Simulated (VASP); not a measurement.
Here is a VASP 6.6.1 calculation.

Contents of INCAR:

```
PREC = Accurate
ENCUT = 520
EDIFF = 1E-6
ISMEAR = 0
SIGMA = 0.1
LREAL = False
LASPH = True
NELM = 100
ALGO = Fast
ISIF = 2
LWAVE = False
LCHARG = False
GGA = PS
NBANDS = 18
```

The input KPOINTS:

```
regular mesh
0
Gamma
  10 10 10
```

The input POSCAR:

```
TiAl3
1.0
    3.7836355454      0.0000000000      0.0000000000
    0.0000000000      3.7836355454      0.0000000000
    0.0000000000      0.0000000000      3.7836355454
Ti Al
1 3
Direct
    0.0000000000      0.0000000000      0.0000000000
    0.5000000000      0.5000000000      0.0000000000
    0.5000000000      0.0000000000      0.5000000000
    0.0000000000      0.5000000000      0.5000000000
```

Potentials or basis: VASP PAW PBE potentials, release 64 (Ti_sv, Al).

Command:

```console
$ cat potpaw_PBE.64/Ti_sv/POTCAR potpaw_PBE.64/Al/POTCAR > POTCAR
$ mpirun -np 1 vasp_std > vasp.out
```

(1) Predict the pressure.

Answers

(1) 18.6 GPa.

Caveat: the PAW data sets were made with another functional, which shifts forces and pressure a little.
